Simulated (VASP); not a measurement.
# Si (P6_3/mmc) in VASP: further runs, part 2 of 2

VASP 6.6.1. Earlier steps stand in the parts before.

## Step 3: Relaxation of cell and atoms, PBEsol

This run uses another cell than the first one, of 20.13 Å³/atom, 1.005 times its volume.

Contents of INCAR:

```
ALGO     = Normal         # electronic algorithm
EDIFF    = 1E-7           # SCF threshold, eV
EDIFFG   = -0.002         # ionic threshold
ENCUT    = 500            # plane-wave cutoff, eV
GGA      = PS             # functional
GGA_COMPAT= False        
IBRION   = 2              # ionic algorithm
ISIF     = 3              # what is computed and relaxed
ISMEAR   = 0              # smearing method
LASPH    = True           # aspherical terms in the spheres
LCHARG   = False          # write CHGCAR
LREAL    = False          # projectors in reciprocal space
LWAVE    = False          # write WAVECAR
NELM     = 120            # most SCF steps
NELMIN   = 4            
NSW      = 100            # ionic steps
PREC     = Accurate       # precision mode
SIGMA    = 0.02           # smearing width, eV
```

Contents of KPOINTS:

```
k-points
0
Gamma
  12 12 6
```

Contents of POSCAR:

```
Si
1.0
    3.8313174600      0.0000000000      0.0000000000
   -1.9156587300      3.3180182500      0.0000000000
    0.0000000000      0.0000000000      6.3326220000
Si
4
Direct
    0.3333333300      0.6666666700      0.0630095000
    0.6666666700      0.3333333300      0.5630095000
    0.3333333300      0.6666666700      0.4369905000
    0.6666666700      0.3333333300      0.9369905000
```

Potentials or basis: VASP PAW PBE potentials, release 64 (Si).

Launch:

```console
$ cat potpaw_PBE.64/Si/POTCAR > POTCAR
$ mpirun -np 1 vasp_std > vasp.out
```

OUTCAR:

```text
EDIFF = 1E-7
   EDIFFG = -0.002
   ENCUT = 500
   GGA = PS
   IBRION = 2
   ISIF = 3
   ISMEAR = 0
   LASPH = True
   LREAL = False
   NELM = 120
   NELMIN = 4
   NSW = 100
   PREC = Accurate

 ion  position               nearest neighbor table
   1  0.333  0.667  0.063-   4 2.35   4 2.35   4 2.35   3 2.37
   2  0.667  0.333  0.563-   3 2.35   3 2.35   3 2.35   4 2.37
   3  0.333  0.667  0.437-   2 2.35   2 2.35   2 2.35   1 2.37
   4  0.667  0.333  0.937-   1 2.35   1 2.35   1 2.35   2 2.37

  LATTYP: Found a hexagonal cell.
 ALAT       =     3.8313174600
 C/A-ratio  =     1.6528575526

  Lattice vectors:

 A1 = (   3.8313174600,   0.0000000000,   0.0000000000)
 A2 = (  -1.9156587300,   3.3180182500,   0.0000000000)
 A3 = (   0.0000000000,   0.0000000000,   6.3326220000)

Analysis of symmetry for initial positions (statically):
=====================================================================
 Subroutine PRICEL returns:
 Original cell was already a primitive cell.

 Routine SETGRP: Setting up the symmetry group for a
 hexagonal supercell.

 Subroutine GETGRP returns: Found 24 space group operations
 (whereof 12 operations were pure point group operations)
 out of a pool of 24 trial point group operations.

The static configuration has the point symmetry D_3d.
 The point group associated with its full space group is D_6h.

Analysis of symmetry for dynamics (positions and initial velocities):
[... 317 lines left out ...]

 number of electron      15.9999999 magnetization

 Free energy of the ion-electron system (eV)
  ---------------------------------------------------
  ext. energy  EPLUGINS =         0.00000000
  ---------------------------------------------------
  free energy    TOTEN  =       -22.94875781 eV

  energy without entropy =      -22.94875781  energy(sigma->0) =      -22.94875781

 E-fermi :   6.1293     XC(G=0):  -9.5422

 val. band max:        6.0328281992   @ k =   0.0000   0.0000   0.0000
 cond. band min:       6.3241642476   @ k =   0.5000   0.0000   0.0000
 fundamental gap:      0.2913360484
 Fermi energy:         6.1292736795

 k-point     1 :       0.0000    0.0000    0.0000
  band No.  band energies     occupation
      1      -6.2206      2.00000
      2      -3.9128      2.00000
      3      -1.2516      2.00000
      4       4.4993      2.00000
      5       4.4993      2.00000
      6       5.6732      2.00000
      7       6.0328      2.00000
      8       6.0328      2.00000
      9       6.9979      0.00000
     10       7.9778      0.00000
     11       7.9778      0.00000
     12       8.3223      0.00000
[... 331 lines left out ...]
 k-point    24 :       0.3333    0.0000    0.1667
  band No.  band energies     occupation
      1      -4.8842      2.00000
      2      -3.0092      2.00000
      3      -1.0131      2.00000
      4       1.2724      2.00000
      5       1.3705      2.00000
      6       3.2928      2.00000
      7       4.1544      2.00000
      8       4.6686      2.00000
      9       6.6509      0.00000
     10       7.9293      0.00000
     11       8.5329      0.00000
     12       9.5182      0.00000

 [... further k-points ...]

------------------------ aborting loop because EDIFF is reached ----------------------------------------

  FORCE on cell =-STRESS in cart. coord.  units (eV):
  Direction    XX          YY          ZZ          XY          YZ          ZX
  --------------------------------------------------------------------------------------
  -------------------------------------------------------------------------------------
  Total       -0.0034978     -0.0034978      0.0061020      0.0000000      0.0000000     -0.0000000
  in kB       -0.0698607     -0.0698607      0.1218732      0.0000000      0.0000000     -0.0000000
  external PRESSURE =      -0.0059494 kB  Pullay stress =       0.0000000 kB
[... 19 lines left out ...]
  FREE ENERGIE OF THE ION-ELECTRON SYSTEM (eV)
  ---------------------------------------------------
  free  energy   TOTEN  =       -22.9487578076 eV

  energy  without entropy=      -22.9487578076  energy(sigma->0) =      -22.94875781

 reached required accuracy - stopping structural energy minimisation
```

OSZICAR:

```text
N       E                     dE             d eps       ncg     rms          rms(c)
DAV:   1     0.302863160210E+02    0.30286E+02   -0.60125E+03  1824   0.106E+03
DAV:   2    -0.212237058348E+02   -0.51510E+02   -0.47631E+02  2552   0.141E+02
DAV:   3    -0.233581780278E+02   -0.21345E+01   -0.21125E+01  2392   0.286E+01
[... 34 lines left out ...]
       N       E                     dE             d eps       ncg     rms          rms(c)
DAV:   1    -0.229487577003E+02   -0.67923E-06   -0.20692E-05  1956   0.294E-02    0.231E-03
DAV:   2    -0.229487577992E+02   -0.98843E-07   -0.98252E-07  2212   0.712E-03    0.761E-04
DAV:   3    -0.229487577977E+02    0.15036E-08   -0.13395E-08   964   0.104E-03    0.423E-04
DAV:   4    -0.229487578076E+02   -0.99474E-08   -0.85787E-09   948   0.669E-04
   5 F= -.22948758E+02 E0= -.22948758E+02  d E =-.794248E-06
```

CONTCAR:

```text
Si
   1.00000000000000
     3.8263905908190705    0.0000000000000000    0.0000000000000000
    -1.9131952954095353    3.3137514561294381   -0.0000000000000000
    -0.0000000000000000    0.0000000000000000    6.3264931679974392
  Si
     4
Direct
     0.3333333300000021    0.6666666699999979    0.0630042026782082
     0.6666666699999979    0.3333333300000021    0.5630042026782083
     0.3333333300000021    0.6666666699999979    0.4369957973217918
     0.6666666699999979    0.3333333300000021    0.9369957973217917

  0.00000000E+00  0.00000000E+00  0.00000000E+00
  0.00000000E+00  0.00000000E+00  0.00000000E+00
  0.00000000E+00  0.00000000E+00  0.00000000E+00
  0.00000000E+00  0.00000000E+00  0.00000000E+00
```

Wall time 52 s (1 thread of Intel Xeon 6975P-C (Granite Rapids), shared host); peak memory 0.21 GiB.

What came out:

```yaml
Free_energy: -22.9488 eV
Relaxed_volume: 20.05 Å³/atom
Relaxed_cell: a = 3.826 Å, b = 3.826 Å, c = 6.326 Å, α = 90.00°, β = 90.00°, γ = 120.00°
Space_group_after_relaxing_to_0.05_Å: P6_3/mmc (No. 194)
Energy_gained_by_relaxing: 0.1 meV/atom
Ionic_steps: 5
Pressure_after_relaxing: 0.0 GPa
Band_gap_on_the_k_mesh: 0.29 eV, indirect (least direct gap 0.97 eV)
```

The path:
| step | energy change (eV) | largest force (eV/Å) | pressure (GPa) | volume (Å³) |
| --- | --- | --- | --- | --- |
| 1 | 0.0000 | 0.0063 | -0.33 | 80.50 |
| 2 | -0.0002 | 0.0101 | 0.23 | 80.02 |
| 3 | -0.0003 | 0.0034 | 0.00 | 80.21 |
| 4 | -0.0003 | 0.0032 | 0.00 | 80.22 |
| 5 | -0.0003 | 0.0005 | 0.00 | 80.22 |

Final structure:
```
Si
1.0
     3.82639    0.00000    0.00000
    -1.91320    3.31375    0.00000
     0.00000    0.00000    6.32649
Si
4
Direct
  0.33333 0.66667 0.06300
  0.66667 0.33333 0.56300
  0.33333 0.66667 0.43700
  0.66667 0.33333 0.93700
```

Caveat: the PAW data sets were made with another functional, which shifts forces and pressure a little. A k mesh can miss the band edges.
